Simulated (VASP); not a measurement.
# PdPt2 (P4/mmm) in VASP: a series of runs, part 3 of 3

VASP 6.6.1. The steps go on from the part before.

### Step 5. Single point, PBE

INCAR

```
PREC     = Accurate       # precision mode
ENCUT    = 540            # plane-wave cutoff, eV
EDIFF    = 1E-6           # SCF threshold, eV
ISMEAR   = 0              # smearing method
SIGMA    = 0.1            # smearing width, eV
LREAL    = False          # projectors in reciprocal space
LASPH    = True           # aspherical terms in the spheres
NELM     = 120            # most SCF steps
ALGO     = Normal         # electronic algorithm
ISIF     = 2              # what is computed and relaxed
LWAVE    = False          # write WAVECAR
LCHARG   = True           # write CHGCAR
GGA      = PE             # functional
LELF     = True           # ELF
LVHAR    = True         
NBANDS   = 34             # bands
GGA_COMPAT= False
```

KPOINTS

```
regular mesh
0
Gamma
  4 4 6
```

POSCAR

```
PdPt2
1.0
    4.0101936200      0.0000000000      0.0000000000
    0.0000000000      4.0101936200      0.0000000000
    0.0000000000      0.0000000000      3.4928008600
Pd Pt
1 2
Direct
    0.0000000000      0.0000000000      0.5000000000
    0.0000000000      0.5000000000      0.5000000000
    0.5000000000      0.0000000000      0.5000000000
```

Potentials or basis: VASP PAW PBE potentials, release 64 (Pd_sv_GW, Pt_sv_GW).

On the command line:

```
cat potpaw_PBE.64/Pd_sv_GW/POTCAR potpaw_PBE.64/Pt_sv_GW/POTCAR > POTCAR
mpirun -np 1 vasp_std > vasp.out
```

OUTCAR:

```text
PREC = Accurate
   ENCUT = 540
   EDIFF = 1E-6
   ISMEAR = 0
   LREAL = False
   LASPH = True
   NELM = 120
   ISIF = 2
   GGA = PE

 ion  position               nearest neighbor table
   1  0.000  0.000  0.500-   2 2.01   3 2.01   2 2.01   3 2.01
   2  0.000  0.500  0.500-   1 2.01   1 2.01   3 2.84   3 2.84   3 2.84   3 2.84
   3  0.500  0.000  0.500-   1 2.01   1 2.01   2 2.84   2 2.84   2 2.84   2 2.84

  LATTYP: Found a simple tetragonal cell.
 ALAT       =     4.0101936200
 C/A-ratio  =     0.8709806037

  Lattice vectors:

 A1 = (   4.0101936200,   0.0000000000,   0.0000000000)
 A2 = (   0.0000000000,   4.0101936200,   0.0000000000)
 A3 = (   0.0000000000,   0.0000000000,   3.4928008600)

Analysis of symmetry for initial positions (statically):
=====================================================================
 Subroutine PRICEL returns:
 Original cell was already a primitive cell.

 Routine SETGRP: Setting up the symmetry group for a
 simple tetragonal supercell.

 Subroutine GETGRP returns: Found 16 space group operations
 (whereof 16 operations were pure point group operations)
 out of a pool of 16 trial point group operations.

The static configuration has the point symmetry D_4h.

Analysis of symmetry for dynamics (positions and initial velocities):
=====================================================================
 Subroutine PRICEL returns:
 Original cell was already a primitive cell.

 Routine SETGRP: Setting up the symmetry group for a
 simple tetragonal supercell.

 Subroutine GETGRP returns: Found 16 space group operations
 (whereof 16 operations were pure point group operations)
 out of a pool of 16 trial point group operations.

The dynamic configuration has the point symmetry D_4h.

 Subroutine INISYM returns: Found 16 space group operations
 (whereof 16 operations are pure point group operations),
 and found     1 'primitive' translations

----------------------------------------------------------------------------------------

                                     Primitive cell

  volume of cell :      56.1700

  direct lattice vectors                    reciprocal lattice vectors
     4.010193620  0.000000000  0.000000000     0.249364518  0.000000000  0.000000000
     0.000000000  4.010193620  0.000000000     0.000000000  0.249364518  0.000000000
     0.000000000  0.000000000  3.492800860     0.000000000  0.000000000  0.286303182

  length of vectors
     4.010193620  4.010193620  3.492800860     0.249364518  0.249364518  0.286303182

  position of ions in fractional coordinates (direct lattice)
     0.000000000  0.000000000  0.500000000
     0.000000000  0.500000000  0.500000000
     0.500000000  0.000000000  0.500000000

  ion indices of the primitive-cell ions
   primitive index   ion index
                 1           1
                 2           2
                 3           3

----------------------------------------------------------------------------------------

 KPOINTS: regular mesh

Automatic generation of k-mesh.
 Grid dimensions read from file:
 generate k-points for:    4    4    6

 Generating k-lattice:

  Cartesian coordinates                     Fractional coordinates (reciprocal lattice)
     0.062341130  0.000000000  0.000000000     0.250000000  0.000000000  0.000000000
     0.000000000  0.062341130  0.000000000     0.000000000  0.250000000  0.000000000
     0.000000000  0.000000000  0.047717197     0.000000000  0.000000000  0.166666667

  Length of vectors
     0.062341130  0.062341130  0.047717197

  Shift w.r.t. Gamma in fractional coordinates (k-lattice)
     0.000000000  0.000000000  0.000000000

 Subroutine IBZKPT returns following result:
 ===========================================

 Found     24 irreducible k-points:

 Following reciprocal coordinates:
            Coordinates               Weight
  0.000000  0.000000  0.000000      1.000000
  0.250000  0.000000  0.000000      4.000000
  0.500000  0.000000  0.000000      2.000000
  0.250000  0.250000  0.000000      4.000000
  0.500000  0.250000  0.000000      4.000000
  0.500000  0.500000  0.000000      1.000000
[... 16 lines left out ...]
  0.500000  0.250000  0.500000      4.000000
  0.500000  0.500000  0.500000      1.000000
   k-points           NKPTS =     24   k-points in BZ     NKDIM =     24   number of bands    NBANDS=     34
   number of dos      NEDOS =    301   number of ions     NIONS =      3
   total plane-waves  NPLWV =  25200
   dimension x,y,z NGX =    30 NGY =   30 NGZ =   28
   dimension x,y,z NGXF=    60 NGYF=   60 NGZF=   56
   ions per type =               1   2
   NGX,Y,Z   is equivalent  to a cutoff of  12.44, 12.44, 13.33 a.u.
   NGXF,Y,Z  is equivalent  to a cutoff of  24.87, 24.87, 26.65 a.u.
 SYSTEM =  unknown system
   PREC   = accura    normal or accurate (medium, high low for compatibility)
   ISTART =      0    job   : 0-new  1-cont  2-samecut
   ICHARG =      2    charge: 1-file 2-atom 10-const
   ISPIN  =      1    spin polarized calculation?
   LNONCOLLINEAR =      F non collinear calculations
   LSORBIT =      F    spin-orbit coupling
   LASPH  =      T    aspherical Exc in radial PAW
   ENCUT  =  540.0 eV  39.69 Ry    6.30 a.u.   7.60  7.60  6.62*2*pi/ulx,y,z
   NELM   =    120;   NELMIN=  2; NELMDL= -5     # of ELM steps
   EDIFF  = 0.1E-05   stopping-criterion for ELM
   LREAL  =      F    real-space projection
   EDIFFG = 0.1E-04   stopping-criterion for IOM
   NSW    =      0    number of steps for IOM
   IBRION =     -1    ionic relax: 0-MD 1-quasi-New 2-CG
   NFREE  =      0    steps in history (QN), initial steepest desc. (CG)
   ISIF   =      2    stress and relaxation
   ISYM   =      2    0-nonsym 1-usesym 2-fastsym
   POTIM  = 0.5000    time-step for ionic-motion
   TEBEG  =    0.0;   TEEND  =   0.0 temperature during run
   PSTRESS=    0.0 pullay stress
   NELECT =      54.0000    total number of electrons
   NUPDOWN=      -1.0000    fix difference up-down
   EMIN   =  10.00;   EMAX   =-10.00  energy-range for DOS
   EFERMI =   0.00;   METHOD = LEGACY
   ISMEAR =     0;   SIGMA  =   0.10  broadening in eV -4-tet -1-fermi 0-gaus
   EFERMI_NEDOS =   21; number of points for ismear=-14 and -15
   IALGO  =     38    algorithm
   IMIX   =      4    mixing-type and parameters
     AMIX     =   0.40;   BMIX     =  1.00
     AMIX_MAG =   1.60;   BMIX_MAG =  1.00
  volume/ion in A,a.u.               =      18.72       126.35
  Fermi-wavevector in a.u.,A,eV,Ry     =   1.615739  3.053304 35.519546  2.610613
  Thomas-Fermi vector in A             =   2.710438
   LORBIT       =      0    0 simple, 1 ext, 2 COOP (PROOUT), +10 PAW based schemes
   GGA     = PE    functional components
   LHFCALC =     F    Hartree Fock is set to
   AEXX    =    0.0000 exact exchange contribution
   IVDW    =     0    specifies the selected vdW correction
   LEPSILON=     F    determine dielectric tensor
   LRPA    =     F    only Hartree local field effects (RPA)
 non-spin polarized calculation
 Gauss-broadening in eV      SIGMA  =   0.10
  energy-cutoff  :      540.00
  volume of cell :       56.17
 maximum number of plane-waves:      1620
   NGX = 15   NGY = 15   NGZ = 13

 number of electron      53.9999983 magnetization

 Free energy of the ion-electron system (eV)
  ---------------------------------------------------
  ext. energy  EPLUGINS =         0.00000000
  ---------------------------------------------------
  free energy    TOTEN  =        -0.12432680 eV

  energy without entropy =       -0.10428287  energy(sigma->0) =       -0.11430483

 E-fermi :   7.4051     XC(G=0): -11.8408

 val. band max:        7.3714260548   @ k =   0.2500   0.2500   0.0000
 cond. band min:       7.4188984338   @ k =   0.2500   0.2500   0.1667
 fundamental gap:      0.0474723790
 Fermi energy:         7.4051400702

 k-point     1 :       0.0000    0.0000    0.0000
  band No.  band energies     occupation
      1     -91.5045      2.00000
      2     -91.4694      2.00000
      3     -80.1589      2.00000
      4     -48.8381      2.00000
      5     -48.8381      2.00000
      6     -45.5962      2.00000
[... 26 lines left out ...]
     33      18.5518      0.00000
     34      19.8090      0.00000
[... 820 lines left out ...]
      4     -46.8885      2.00000
      5     -46.8374      2.00000
      6     -46.6154      2.00000
[... 26 lines left out ...]
     33      11.7302      0.00000
     34      13.4990      0.00000

------------------------ aborting loop because EDIFF is reached ----------------------------------------

  FORCE on cell =-STRESS in cart. coord.  units (eV):
  Direction    XX          YY          ZZ          XY          YZ          ZX
  --------------------------------------------------------------------------------------
  -------------------------------------------------------------------------------------
  Total       66.0077398     66.0077398     -1.4536410      0.0000000      0.0000000      0.0000000
  in kB     1882.7858924   1882.7858924    -41.4632415      0.0000000      0.0000000      0.0000000
  external PRESSURE =    1241.3695144 kB  Pullay stress =       0.0000000 kB

 VOLUME and BASIS-vectors are now :
 -----------------------------------------------------------------------------
  energy-cutoff  :      540.00
  volume of cell :       56.17
      direct lattice vectors                 reciprocal lattice vectors
     4.010193620  0.000000000  0.000000000     0.249364518  0.000000000  0.000000000
     0.000000000  4.010193620  0.000000000     0.000000000  0.249364518  0.000000000
     0.000000000  0.000000000  3.492800860     0.000000000  0.000000000  0.286303182

 POSITION                                       TOTAL-FORCE (eV/Angst)
 -----------------------------------------------------------------------------------
      0.00000      0.00000      1.74640         0.000000      0.000000      0.000000
      0.00000      2.00510      1.74640         0.000000      0.000000      0.000000
      2.00510      0.00000      1.74640         0.000000      0.000000      0.000000
 -----------------------------------------------------------------------------------
    total drift:                                0.000000      0.000000     -0.000000

  FREE ENERGIE OF THE ION-ELECTRON SYSTEM (eV)
  ---------------------------------------------------
  free  energy   TOTEN  =        -0.1243267982 eV

  energy  without entropy=       -0.1042828681  energy(sigma->0) =       -0.11430483
```

It took 33 s on 1 thread of Intel Xeon 6975P-C (Granite Rapids), shared host; peak memory 0.2 GiB.

What came out:

* Free energy: -0.1243 eV
* Pressure: 124.1 GPa
* Band gap on the k mesh: zero (band 27 reaches 8.09 eV, above the bottom of band 28 at 6.15 eV)

Stress tensor (GPa, compression positive):
```
188.28   0.00   0.00
  0.00 188.28   0.00
  0.00   0.00  -4.15
```

Caveat: the k points lie up to 0.39 Å⁻¹ apart; spin-orbit coupling is left out, which moves the levels of the heavy elements.

### Step 6. Single point, PBE

This run uses another cell than the first one, of 22.36 Å³/atom, 1.194 times its volume.

INCAR

```
SYSTEM = PdPt2
PREC     = Accurate       ! precision mode
ENCUT    = 520            ! plane-wave cutoff, eV
EDIFF    = 1E-6           ! SCF threshold, eV
ISMEAR   = 0              ! smearing method
SIGMA    = 0.1            ! smearing width, eV
LREAL    = .False.        ! projectors in reciprocal space
LASPH    = .True.         ! aspherical terms in the spheres
NELM     = 100            ! most SCF steps
ALGO     = Fast           ! electronic algorithm
ISIF     = 2              ! what is computed and relaxed
LWAVE    = .False.        ! write WAVECAR
LCHARG   = .True.         ! write CHGCAR
GGA      = PE             ! functional
LELF     = .True.         ! ELF
LVHAR    = .True.       
NBANDS   = 22             ! bands
```

KPOINTS

```
Automatic mesh
0
Gamma
  10 10 18
  0 0 0
```

POSCAR

```
PdPt2
1.0
    5.1609630030      0.0000000000      0.0000000000
    0.0000000000      5.1609630030      0.0000000000
    0.0000000000      0.0000000000      2.5184897596
Pd Pt
1 2
Direct
    0.0000000000      0.0000000000      0.5000000000
    0.0000000000      0.5000000000      0.5000000000
    0.5000000000      0.0000000000      0.5000000000
```

Potentials or basis: VASP PAW PBE potentials, release 64 (Pd, Pt).

On the command line:

```
cat potpaw_PBE.64/Pd/POTCAR potpaw_PBE.64/Pt/POTCAR > POTCAR
mpirun -np 1 vasp_std > vasp.out
```

Run time: 2.4 min. Hardware: 1 thread of AMD EPYC 9R45 (Zen 5), shared host; peak memory 0.38 GiB.

It converged, with:

| Property | Result |
| --- | --- |
| Free energy | -14.2624 eV |
| Pressure | -0.3 GPa |
| Band gap on the k mesh | zero (band 15 reaches 6.83 eV, above the bottom of band 16 at 4.32 eV) |

Stress tensor (GPa, compression positive):
```
-0.37  0.00  0.00
 0.00 -0.37  0.00
 0.00  0.00 -0.26
```

Levels at points of the mesh, in eV from the Fermi level:
```
           k point  band 13  band 14  band 15  band 16  band 17  band 18
(0.00, 0.00, 0.00)     0.27     0.27     0.51     0.51     1.05     1.05
(0.50, 0.00, 0.00)    -0.54    -0.16     0.26     0.27     0.50     2.86
(0.50, 0.50, 0.00)    -0.58    -0.58    -0.24    -0.08     0.19     0.33
(0.00, 0.00, 0.50)     0.13     1.08     1.70     2.11     5.62     5.96
(0.50, 0.00, 0.50)    -0.42    -0.15     1.84     2.75     4.73     6.08
(0.50, 0.50, 0.50)    -1.25     0.04     0.04     4.87     4.87     6.15
```

Caveat: spin-orbit coupling is left out, which moves the levels of the heavy elements.

### Step 7. Relaxation of cell and atoms, PBE

This run uses another cell than the first one, of 22.39 Å³/atom, 1.196 times its volume.

INCAR

```
ALGO = Fast
EDIFF = 1E-6
EDIFFG = -0.01
ENCUT = 600
GGA = PE
IBRION = 2
ISIF = 3
ISMEAR = 0
LASPH = True
LCHARG = False
LREAL = False
LWAVE = False
NELM = 80
NSW = 100
PREC = Accurate
SIGMA = 0.1
```

KPOINTS

```
k-points
0
Gamma
  10 10 18
```

POSCAR

```
PdPt2
1.0
    5.1626374222      0.0000000000      0.0000000000
    0.0000000000      5.1626374222      0.0000000000
    0.0000000000      0.0000000000      2.5199161191
Pd Pt
1 2
Direct
    0.0000000000      0.0000000000      0.5000000000
    0.0000000000      0.5000000000      0.5000000000
    0.5000000000      0.0000000000      0.5000000000
```

On the command line:

```
cat potpaw_PBE.64/Pd/POTCAR potpaw_PBE.64/Pt/POTCAR > POTCAR
mpirun -np 1 vasp_std > vasp.out
```

Wall time 6.6 min (1 thread of AMD EPYC 9R45 (Zen 5), shared host); peak memory 0.43 GiB.

It converged, with:

```yaml
Free_energy: -14.2626 eV
Relaxed_volume: 22.29 Å³/atom
Relaxed_cell: a = 5.153 Å, b = 5.153 Å, c = 2.519 Å, α = 90.00°, β = 90.00°, γ = 90.00°
Space_group_after_relaxing_to_0.05_Å: P4/mmm (No. 123)
Energy_gained_by_relaxing: 0.1 meV/atom
Ionic_steps: 4
Pressure_after_relaxing: 0.0 GPa
Band_gap_on_the_k_mesh: zero (band 15 reaches 6.88 eV, above the bottom of band 16 at 4.36 eV)
```

Step by step:
| step | energy change (eV) | largest force (eV/Å) | pressure (GPa) | volume (Å³) |
| --- | --- | --- | --- | --- |
| 1 | 0.0000 | 0.0000 | -0.42 | 67.16 |
| 2 | 0.0002 | 0.0000 | 0.57 | 66.59 |
| 3 | -0.0003 | 0.0000 | 0.00 | 66.91 |
| 4 | -0.0004 | 0.0000 | 0.02 | 66.87 |

Final structure:
```yaml
crystal:
  lattice:
    - [5.15288, 0.00000, 0.00000]
    - [0.00000, 5.15288, 0.00000]
    - [0.00000, 0.00000, 2.51851]
  atoms:
    - { symbol: Pd, position: [0.00000, 0.00000, 0.50000] }
    - { symbol: Pt, position: [0.00000, 0.50000, 0.50000] }
    - { symbol: Pt, position: [0.50000, 0.00000, 0.50000] }
```

Levels at points of the mesh, in eV from the Fermi level:
```tsv
k point	band 13	band 14	band 15	band 16	band 17	band 18
(0.00, 0.00, 0.00)	0.27	0.27	0.51	0.51	1.05	1.05
(0.50, 0.00, 0.00)	-0.54	-0.17	0.26	0.27	0.50	2.87
(0.50, 0.50, 0.00)	-0.58	-0.58	-0.25	-0.08	0.18	0.33
(0.00, 0.00, 0.50)	0.13	1.06	1.71	2.12	5.63	5.96
(0.50, 0.00, 0.50)	-0.42	-0.15	1.85	2.75	4.73	6.07
(0.50, 0.50, 0.50)	-1.26	0.04	0.04	4.87	4.87	6.15
```

Caveat: spin-orbit coupling is left out, which moves the levels of the heavy elements.

### Step 8. The runs side by side

```tsv
task	potentials or basis	cell	k mesh	cutoff (eV)	second run	gap on the mesh (eV)	pressure (GPa)	relaxed volume (Å³/atom)
single point	VASP PAW PBE potentials, release 64 (Pd, Pt)	a = 4.010, b = 4.010, c = 3.493 Å, 3 atoms	4 × 4 × 6	520	-	none	111.0	-
single point	VASP PAW PBE potentials, release 64 (Pd, Pt)	a = 5.163, b = 5.163, c = 2.520 Å, 3 atoms	4 × 4 × 6	520	-	none	-0.4	-
relaxation of cell and atoms	VASP PAW PBE potentials, release 64 (Pd, Pt)	relaxed from a = 4.010, b = 4.010, c = 3.493 Å, 3 atoms	4 × 4 × 6	600	-	none	0.1	22.26
single point	VASP PAW PBE potentials, release 64 (Pd_sv_GW, Pt_sv_GW)	a = 4.010, b = 4.010, c = 3.493 Å, 3 atoms	4 × 4 × 6	540	valence_matched	none	124.1	-
single point	VASP PAW PBE potentials, release 64 (Pd, Pt)	a = 5.161, b = 5.161, c = 2.518 Å, 3 atoms	10 × 10 × 18	520	-	none	-0.3	-
relaxation of cell and atoms	VASP PAW PBE potentials, release 64 (Pd, Pt)	relaxed from a = 5.163, b = 5.163, c = 2.520 Å, 3 atoms	10 × 10 × 18	600	-	none	0.0	22.29
```

Alike in all rows: level PBE; no spin polarisation; smearing gaussian 0.1 eV.

Caveats: some runs use coarse meshes; spin-orbit coupling is left out, which moves the levels of the heavy elements; the volume moved by over 15 % at a fixed basis, so the end points are rough (some runs).

Absolute energies hang on the potentials; compare differences alone.
